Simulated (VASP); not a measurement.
# AgBr (Fm-3m) in VASP: a series of runs

The runs below take AgBr through single point, with PBE, r2SCAN.

Everything below comes from runs of VASP 6.6.1. Logs are shortened: lines on timing, memory, paths and dates and some standing lists are left out, and cuts for length are marked.

### Step 1. The cell of the first run

It takes space group Fm-3m (No. 225, cubic). The conventional cell has a = 5.786 Å, b = 5.786 Å, c = 5.786 Å, α = 90.00°, β = 90.00°, γ = 90.00°. Ag (site symmetry m-3m) has 6 Br at 2.89 Å within 3.8 Å. Within 3.8 Å of Br (site symmetry m-3m) lie 6 Ag at 2.89 Å.

### Step 2. Single point, PBE

File INCAR:

```
PREC = Accurate ; ENCUT = 500
EDIFF = 1E-6 ; ISMEAR = 0
SIGMA = 0.01 ; LREAL = False
LASPH = True ; NELM = 120
ALGO = Normal ; ISIF = 2
LWAVE = False ; LCHARG = False
GGA = PE ; NBANDS = 16
GGA_COMPAT = False
```

File KPOINTS:

```
regular mesh
0
Gamma
  8 8 8
```

File POSCAR:

```
AgBr
1.0
    0.0000000000      2.8927622981      2.8927622981
    2.8927622981      0.0000000000      2.8927622981
    2.8927622981      2.8927622981      0.0000000000
Ag Br
1 1
Direct
    0.0000000000      0.0000000000      0.0000000000
    0.5000000000      0.5000000000      0.5000000000
```

Potentials or basis: VASP PAW PBE potentials, release 64 (Ag, Br).

Launch:

```sh
> cat potpaw_PBE.64/Ag/POTCAR potpaw_PBE.64/Br/POTCAR > POTCAR
> mpirun -np 1 vasp_std > vasp.out
```

OUTCAR:

```text
PREC = Accurate
   ENCUT = 500
   EDIFF = 1E-6
   ISMEAR = 0
   LREAL = False
   LASPH = True
   NELM = 120
   ISIF = 2
   GGA = PE

 ion  position               nearest neighbor table
   1  0.000  0.000  0.000-   2 2.89   2 2.89   2 2.89   2 2.89   2 2.89   2 2.89
   2  0.500  0.500  0.500-   1 2.89   1 2.89   1 2.89   1 2.89   1 2.89   1 2.89

  LATTYP: Found a face centered cubic cell.
 ALAT       =     5.7855245962

  Lattice vectors:

 A1 = (   0.0000000000,   2.8927622981,   2.8927622981)
 A2 = (   2.8927622981,   0.0000000000,   2.8927622981)
 A3 = (   2.8927622981,   2.8927622981,   0.0000000000)

Analysis of symmetry for initial positions (statically):
=====================================================================
 Subroutine PRICEL returns:
 Original cell was already a primitive cell.

 Routine SETGRP: Setting up the symmetry group for a
 face centered cubic supercell.

 Subroutine GETGRP returns: Found 48 space group operations
 (whereof 48 operations were pure point group operations)
 out of a pool of 48 trial point group operations.

The static configuration has the point symmetry O_h .

Analysis of symmetry for dynamics (positions and initial velocities):
=====================================================================
 Subroutine PRICEL returns:
 Original cell was already a primitive cell.

 Routine SETGRP: Setting up the symmetry group for a
 face centered cubic supercell.

 Subroutine GETGRP returns: Found 48 space group operations
 (whereof 48 operations were pure point group operations)
 out of a pool of 48 trial point group operations.

The dynamic configuration has the point symmetry O_h .

 Subroutine INISYM returns: Found 48 space group operations
 (whereof 48 operations are pure point group operations),
 and found     1 'primitive' translations

----------------------------------------------------------------------------------------

                                     Primitive cell

  volume of cell :      48.4137

  direct lattice vectors                    reciprocal lattice vectors
     0.000000000  2.892762298  2.892762298    -0.172845173  0.172845173  0.172845173
     2.892762298  0.000000000  2.892762298     0.172845173 -0.172845173  0.172845173
     2.892762298  2.892762298  0.000000000     0.172845173  0.172845173 -0.172845173

  length of vectors
     4.090983675  4.090983675  4.090983675     0.299376622  0.299376622  0.299376622

  position of ions in fractional coordinates (direct lattice)
     0.000000000  0.000000000  0.000000000
     0.500000000  0.500000000  0.500000000

  ion indices of the primitive-cell ions
   primitive index   ion index
                 1           1
                 2           2

----------------------------------------------------------------------------------------

 KPOINTS: regular mesh

Automatic generation of k-mesh.
 Grid dimensions read from file:
 generate k-points for:    8    8    8

 Generating k-lattice:

  Cartesian coordinates                     Fractional coordinates (reciprocal lattice)
    -0.021605647  0.021605647  0.021605647     0.125000000  0.000000000  0.000000000
     0.021605647 -0.021605647  0.021605647     0.000000000  0.125000000  0.000000000
     0.021605647  0.021605647 -0.021605647     0.000000000  0.000000000  0.125000000

  Length of vectors
     0.037422078  0.037422078  0.037422078

  Shift w.r.t. Gamma in fractional coordinates (k-lattice)
     0.000000000  0.000000000  0.000000000

 Subroutine IBZKPT returns following result:
 ===========================================

 Found     29 irreducible k-points:

 Following reciprocal coordinates:
            Coordinates               Weight
  0.000000  0.000000  0.000000      1.000000
  0.125000  0.000000  0.000000      8.000000
  0.250000  0.000000  0.000000      8.000000
  0.375000  0.000000  0.000000      8.000000
  0.500000  0.000000  0.000000      4.000000
  0.125000  0.125000  0.000000      6.000000
[... 16 lines left out ...]
  0.500000  0.250000  0.125000     48.000000
 -0.375000  0.250000  0.125000     24.000000
 [... further k-points ...]
   k-points           NKPTS =     29   k-points in BZ     NKDIM =     29   number of bands    NBANDS=     16
   number of dos      NEDOS =    301   number of ions     NIONS =      2
   total plane-waves  NPLWV =  27000
   dimension x,y,z NGX =    30 NGY =   30 NGZ =   30
   dimension x,y,z NGXF=    60 NGYF=   60 NGZF=   60
   ions per type =               1   1
   NGX,Y,Z   is equivalent  to a cutoff of  12.19, 12.19, 12.19 a.u.
   NGXF,Y,Z  is equivalent  to a cutoff of  24.38, 24.38, 24.38 a.u.
 SYSTEM =  unknown system
   PREC   = accura    normal or accurate (medium, high low for compatibility)
   ISTART =      0    job   : 0-new  1-cont  2-samecut
   ICHARG =      2    charge: 1-file 2-atom 10-const
   ISPIN  =      1    spin polarized calculation?
   LNONCOLLINEAR =      F non collinear calculations
   LSORBIT =      F    spin-orbit coupling
   LASPH  =      T    aspherical Exc in radial PAW
   ENCUT  =  500.0 eV  36.75 Ry    6.06 a.u.   7.46  7.46  7.46*2*pi/ulx,y,z
   NELM   =    120;   NELMIN=  2; NELMDL= -5     # of ELM steps
   EDIFF  = 0.1E-05   stopping-criterion for ELM
   LREAL  =      F    real-space projection
   EDIFFG = 0.1E-04   stopping-criterion for IOM
   NSW    =      0    number of steps for IOM
   IBRION =     -1    ionic relax: 0-MD 1-quasi-New 2-CG
   NFREE  =      0    steps in history (QN), initial steepest desc. (CG)
   ISIF   =      2    stress and relaxation
   ISYM   =      2    0-nonsym 1-usesym 2-fastsym
   POTIM  = 0.5000    time-step for ionic-motion
   TEBEG  =    0.0;   TEEND  =   0.0 temperature during run
   PSTRESS=    0.0 pullay stress
   NELECT =      18.0000    total number of electrons
   NUPDOWN=      -1.0000    fix difference up-down
   EMIN   =  10.00;   EMAX   =-10.00  energy-range for DOS
   EFERMI =   0.00;   METHOD = LEGACY
   ISMEAR =     0;   SIGMA  =   0.01  broadening in eV -4-tet -1-fermi 0-gaus
   EFERMI_NEDOS =   21; number of points for ismear=-14 and -15
   IALGO  =     38    algorithm
   IMIX   =      4    mixing-type and parameters
     AMIX     =   0.40;   BMIX     =  1.00
     AMIX_MAG =   1.60;   BMIX_MAG =  1.00
  volume/ion in A,a.u.               =      24.21       163.36
  Fermi-wavevector in a.u.,A,eV,Ry     =   1.177180  2.224548 18.854315  1.385753
  Thomas-Fermi vector in A             =   2.313531
   LORBIT       =      0    0 simple, 1 ext, 2 COOP (PROOUT), +10 PAW based schemes
   GGA     = PE    functional components
   LHFCALC =     F    Hartree Fock is set to
   AEXX    =    0.0000 exact exchange contribution
   IVDW    =     0    specifies the selected vdW correction
   LEPSILON=     F    determine dielectric tensor
   LRPA    =     F    only Hartree local field effects (RPA)
 non-spin polarized calculation
 Gauss-broadening in eV      SIGMA  =   0.01
  energy-cutoff  :      500.00
  volume of cell :       48.41
 maximum number of plane-waves:      1249
 NGX is ok and might be reduce to    30
   NGX = 15   NGY = 15   NGZ = 15

 number of electron      18.0000004 magnetization

 Free energy of the ion-electron system (eV)
  ---------------------------------------------------
  ext. energy  EPLUGINS =         0.00000000
  ---------------------------------------------------
  free energy    TOTEN  =        -4.99535745 eV

  energy without entropy =       -4.99535745  energy(sigma->0) =       -4.99535745

 E-fermi :   3.4274     XC(G=0):  -9.7408

 val. band max:        3.3352985832   @ k =   0.5000   0.0000   0.0000
 cond. band min:       4.0124258159   @ k =   0.0000   0.0000   0.0000
 fundamental gap:      0.6771272327
 Fermi energy:         3.4273839996

 k-point     1 :       0.0000    0.0000    0.0000
  band No.  band energies     occupation
      1     -11.5961      2.00000
      2       0.6361      2.00000
      3       0.6361      2.00000
      4       0.6363      2.00000
      5       0.6363      2.00000
      6       0.6363      2.00000
[... 8 lines left out ...]
     15      15.0269      0.00000
     16      15.0269      0.00000

 k-point     2 :       0.1250    0.0000    0.0000
  band No.  band energies     occupation
      1     -11.5393      2.00000
      2       0.2538      2.00000
      3       0.2538      2.00000
      4       0.3018      2.00000
      5       0.6768      2.00000
      6       0.6768      2.00000
[... 8 lines left out ...]
     15      14.2342      0.00000
     16      14.6211      0.00000

 k-point     3 :       0.2500    0.0000    0.0000
  band No.  band energies     occupation
      1     -11.3966      2.00000
      2      -0.6652      2.00000
      3      -0.2431      2.00000
      4      -0.2431      2.00000
      5       0.7770      2.00000
      6       0.7770      2.00000
[... 8 lines left out ...]
     15      14.6794      0.00000
     16      14.6794      0.00000

 k-point     4 :       0.3750    0.0000    0.0000
  band No.  band energies     occupation
      1     -11.2447      2.00000
      2      -1.4523      2.00000
      3      -0.5767      2.00000
      4      -0.5767      2.00000
      5       0.8808      2.00000
      6       0.8808      2.00000
[... 8 lines left out ...]
     15      15.7236      0.00000
     16      15.7236      0.00000
[... 324 lines left out ...]
 k-point    22 :       0.3750    0.2500    0.1250
  band No.  band energies     occupation
      1     -11.3067      2.00000
      2      -1.0554      2.00000
      3      -0.3001      2.00000
      4       0.0704      2.00000
      5       0.7309      2.00000
      6       0.8602      2.00000
[... 8 lines left out ...]
     15      16.7199      0.00000
     16      17.2692      0.00000

 k-point    23 :       0.5000    0.2500    0.1250
  band No.  band energies     occupation
      1     -11.1963      2.00000
      2      -1.2613      2.00000
      3      -0.5748      2.00000
      4      -0.3032      2.00000
      5       0.8177      2.00000
      6       0.9295      2.00000
[... 8 lines left out ...]
     15      17.0225      0.00000
     16      17.2867      0.00000

 k-point    24 :      -0.3750    0.2500    0.1250
  band No.  band energies     occupation
      1     -11.1491      2.00000
      2      -1.3247      2.00000
      3      -0.5996      2.00000
      4      -0.5751      2.00000
      5       0.8786      2.00000
      6       0.9322      2.00000
[... 8 lines left out ...]
     15      15.8619      0.00000
     16      17.5836      0.00000

 [... further k-points ...]

------------------------ aborting loop because EDIFF is reached ----------------------------------------

  FORCE on cell =-STRESS in cart. coord.  units (eV):
  Direction    XX          YY          ZZ          XY          YZ          ZX
  --------------------------------------------------------------------------------------
  -------------------------------------------------------------------------------------
  Total        0.3505840      0.3505840      0.3505840      0.0000000      0.0000000      0.0000000
  in kB       11.6020432     11.6020432     11.6020432      0.0000000      0.0000000      0.0000000
  external PRESSURE =      11.6020432 kB  Pullay stress =       0.0000000 kB

 VOLUME and BASIS-vectors are now :
 -----------------------------------------------------------------------------
  energy-cutoff  :      500.00
  volume of cell :       48.41
      direct lattice vectors                 reciprocal lattice vectors
     0.000000000  2.892762298  2.892762298    -0.172845173  0.172845173  0.172845173
     2.892762298  0.000000000  2.892762298     0.172845173 -0.172845173  0.172845173
     2.892762298  2.892762298  0.000000000     0.172845173  0.172845173 -0.172845173

 POSITION                                       TOTAL-FORCE (eV/Angst)
 -----------------------------------------------------------------------------------
      0.00000      0.00000      0.00000        -0.000000      0.000000      0.000000
      2.89276      2.89276      2.89276         0.000000     -0.000000     -0.000000
 -----------------------------------------------------------------------------------
    total drift:                               -0.000000      0.000000      0.000000

  FREE ENERGIE OF THE ION-ELECTRON SYSTEM (eV)
  ---------------------------------------------------
  free  energy   TOTEN  =        -4.9953574538 eV

  energy  without entropy=       -4.9953574538  energy(sigma->0) =       -4.99535745
```

Wall time 33 s (1 thread of Intel Xeon 8259CL, shared host); peak memory 0.18 GiB.

Results:

```yaml
Free_energy: -4.9954 eV
Pressure: 1.2 GPa
Band_gap_on_the_k_mesh: 0.68 eV (least direct gap 2.53 eV)
```

Levels at points of the mesh, in eV from the valence-band top:
```tsv
k point	band 7	band 8	band 9	band 10	band 11	band 12
(0.00, 0.00, 0.00)	-1.85	-1.85	-1.85	0.68	9.92	9.92
(0.50, 0.00, 0.00)	-2.08	0.00	0.00	3.80	6.46	6.81
(0.50, 0.50, 0.00)	-2.31	-2.31	-2.23	1.65	7.10	8.97
```

### Step 3. Single point, r2SCAN (22.75 Å³/atom)

This run uses another cell than the first one, of 22.75 Å³/atom.

File POSCAR:

```
AgBr
1.0
    0.0000000000      2.8337097631      2.8337097631
    2.8337097631      0.0000000000      2.8337097631
    2.8337097631      2.8337097631      0.0000000000
Ag Br
1 1
Direct
    0.0000000000      0.0000000000      0.0000000000
    0.5000000000      0.5000000000      0.5000000000
```

File INCAR.step1:

```
  PREC = Accurate
  ENCUT = 550
  ISMEAR = 0
  SIGMA = 0.01
  LREAL = False
  LASPH = True
  NELM = 120
  NBANDS = 16
  GGA = PE
  ALGO = Normal
  EDIFF = 1E-5
  LWAVE = True
  LCHARG = False
  GGA_COMPAT = False
```

File INCAR.step2:

```
  PREC = Accurate
  ENCUT = 550
  EDIFF = 1E-6
  ISMEAR = 0
  SIGMA = 0.01
  LREAL = False
  LASPH = True
  NELM = 120
  ALGO = Normal
  ISIF = 2
  LWAVE = False
  LCHARG = False
  METAGGA = R2SCAN
  LMIXTAU = True
  NBANDS = 16
  ISTART = 1
  GGA_COMPAT = False
```

File KPOINTS:

```
regular mesh
0
Gamma
  6 6 6
```

Potentials or basis: VASP PAW PBE potentials, release 64 (Ag, Br).

Launch:

```sh
> cat potpaw_PBE.64/Ag/POTCAR potpaw_PBE.64/Br/POTCAR > POTCAR
> cp INCAR.step1 INCAR
> mpirun -np 1 vasp_std > vasp.out
> cp INCAR.step2 INCAR
> mpirun -np 1 vasp_std > vasp.out
```

Run time: 93 s. Hardware: 1 thread of Intel Xeon 8259CL, shared host; peak memory 0.19 GiB.

It converged, with:

```
Free energy            : -35.4856 eV
Pressure               : 3.3 GPa
Band gap on the k mesh : 1.25 eV (least direct gap 3.43 eV)
```

Levels at points of the mesh, in eV from the valence-band top:
```tsv
k point	band 7	band 8	band 9	band 10	band 11	band 12
(0.00, 0.00, 0.00)	-2.18	-2.18	-2.18	1.25	10.41	10.41
(0.50, 0.00, 0.00)	-2.25	0.00	0.00	4.13	7.28	7.28
(0.50, 0.50, 0.00)	-2.51	-2.51	-2.35	2.05	7.35	9.89
```

Caveat: the cell stands under pressure; the PAW data sets were made with another functional, which shifts forces and pressure a little. A k mesh can miss the band edges.

### Step 4. Single point, r2SCAN (23.48 Å³/atom)

This run uses another cell than the first one, of 23.48 Å³/atom.

File POSCAR:

```
AgBr
1.0
    0.0000000000      2.8635404791      2.8635404791
    2.8635404791      0.0000000000      2.8635404791
    2.8635404791      2.8635404791      0.0000000000
Ag Br
1 1
Direct
    0.0000000000      0.0000000000      0.0000000000
    0.5000000000      0.5000000000      0.5000000000
```

File INCAR.step1:

```
SYSTEM = AgBr
ALGO = Normal ; EDIFF = 1E-5
ENCUT = 550 ; GGA = PE
GGA_COMPAT = .FALSE. ; ISMEAR = 0
LASPH = .TRUE. ; LCHARG = .FALSE.
LREAL = .FALSE. ; LWAVE = .TRUE.
NBANDS = 16 ; NELM = 120
PREC = Accurate ; SIGMA = 0.01
```

File INCAR.step2:

```
SYSTEM = AgBr
ALGO = Normal ; EDIFF = 1E-6
ENCUT = 550 ; GGA_COMPAT = .FALSE.
ISIF = 2 ; ISMEAR = 0
ISTART = 1 ; LASPH = .TRUE.
LCHARG = .FALSE. ; LMIXTAU = .TRUE.
LREAL = .FALSE. ; LWAVE = .FALSE.
METAGGA = R2SCAN ; NBANDS = 16
NELM = 120 ; PREC = Accurate
SIGMA = 0.01
```

File KPOINTS:

```
k-points
0
G
  6 6 6
  0 0 0
```

Launch:

```sh
> cat potpaw_PBE.64/Ag/POTCAR potpaw_PBE.64/Br/POTCAR > POTCAR
> cp INCAR.step1 INCAR
> mpirun -np 1 vasp_std > vasp.out
> cp INCAR.step2 INCAR
> mpirun -np 1 vasp_std > vasp.out
```

Run time: 95 s. Hardware: 1 thread of Intel Xeon 8259CL, shared host; peak memory 0.19 GiB.

The run converged. Its results:

```yaml
Free_energy: -35.5071 eV
Pressure: 1.4 GPa
Band_gap_on_the_k_mesh: 1.25 eV (least direct gap 3.30 eV)
```

Levels at points of the mesh, in eV from the valence-band top:
| k point | band 7 | band 8 | band 9 | band 10 | band 11 | band 12 |
| --- | --- | --- | --- | --- | --- | --- |
| (0.00, 0.00, 0.00) | -2.06 | -2.06 | -2.06 | 1.25 | 10.41 | 10.41 |
| (0.50, 0.00, 0.00) | -2.15 | 0.00 | 0.00 | 4.22 | 7.27 | 7.35 |
| (0.50, 0.50, 0.00) | -2.40 | -2.40 | -2.27 | 2.13 | 7.40 | 9.75 |

Caveat: the PAW data sets were made with another functional, which shifts forces and pressure a little. r2SCAN opens gaps a little over a GGA but as a rule still falls short of measured ones.

### Step 5. Single point, r2SCAN

File POSCAR:

```
AgBr
1.0
    0.0000000000      2.8927622981      2.8927622981
    2.8927622981      0.0000000000      2.8927622981
    2.8927622981      2.8927622981      0.0000000000
Ag Br
1 1
Direct
    0.0000000000      0.0000000000      0.0000000000
    0.5000000000      0.5000000000      0.5000000000
```

File INCAR.step1:

```
  PREC = Accurate
  ENCUT = 550
  ISMEAR = 0
  SIGMA = 0.01
  LREAL = F
  LASPH = T
  NELM = 120
  NBANDS = 16
  GGA = PE
  ALGO = Normal
  EDIFF = 1E-5
  LWAVE = T
  LCHARG = F
  GGA_COMPAT = F
```

File INCAR.step2:

```
  PREC = Accurate
  ENCUT = 550
  EDIFF = 1E-6
  ISMEAR = 0
  SIGMA = 0.01
  LREAL = F
  LASPH = T
  NELM = 120
  ALGO = Normal
  ISIF = 2
  LWAVE = F
  LCHARG = F
  METAGGA = R2SCAN
  LMIXTAU = T
  NBANDS = 16
  ISTART = 1
  GGA_COMPAT = F
```

File KPOINTS:

```
regular mesh
0
Gamma
  6 6 6
```

Launch:

```sh
> cat potpaw_PBE.64/Ag/POTCAR potpaw_PBE.64/Br/POTCAR > POTCAR
> cp INCAR.step1 INCAR
> mpirun -np 1 vasp_std > vasp.out
> cp INCAR.step2 INCAR
> mpirun -np 1 vasp_std > vasp.out
```

Run time: 93 s. Hardware: 1 thread of Intel Xeon 8259CL, shared host; peak memory 0.19 GiB.

Results (log left out):

```
Free energy            : -35.5136 eV
Pressure               : -0.1 GPa
Band gap on the k mesh : 1.25 eV (least direct gap 3.19 eV)
```

Levels at points of the mesh, in eV from the valence-band top:
```tsv
k point	band 5	band 6	band 7	band 8	band 9	band 10	band 11	band 12	band 13	band 14
(0.00, 0.00, 0.00)	-2.67	-2.67	-1.94	-1.94	-1.94	1.25	10.42	10.42	10.42	11.65
(0.50, 0.00, 0.00)	-2.40	-2.40	-2.06	0.00	0.00	4.30	7.08	7.41	7.41	12.74
(0.50, 0.50, 0.00)	-2.81	-2.52	-2.30	-2.30	-2.19	2.19	7.45	9.61	11.77	11.77
```

Caveat: the PAW data sets were made with another functional, which shifts forces and pressure a little.

### Step 6. Summary

| level | cell | k mesh | cutoff (eV) | gap on the mesh (eV) | pressure (GPa) |
| --- | --- | --- | --- | --- | --- |
| PBE | a = 4.091 Å, angles 60.0°, 2 atoms | 8 × 8 × 8 | 500 | 0.68 | 1.2 |
| r2SCAN | a = 4.007 Å, angles 60.0°, 2 atoms | 6 × 6 × 6 | 550 | 1.25 | 3.3 |
| r2SCAN | a = 4.050 Å, angles 60.0°, 2 atoms | 6 × 6 × 6 | 550 | 1.25 | 1.4 |
| r2SCAN | a = 4.091 Å, angles 60.0°, 2 atoms | 6 × 6 × 6 | 550 | 1.25 | -0.1 |

Alike in all rows: task single point; potentials or basis VASP PAW PBE potentials, release 64 (Ag, Br); no spin polarisation; smearing gaussian 0.01 eV.

Caveats: the PAW data sets were made with another functional, which shifts forces and pressure a little (at least some runs); the cell stands under pressure (at least some runs).

Absolute energies hang on the potentials; compare differences alone.
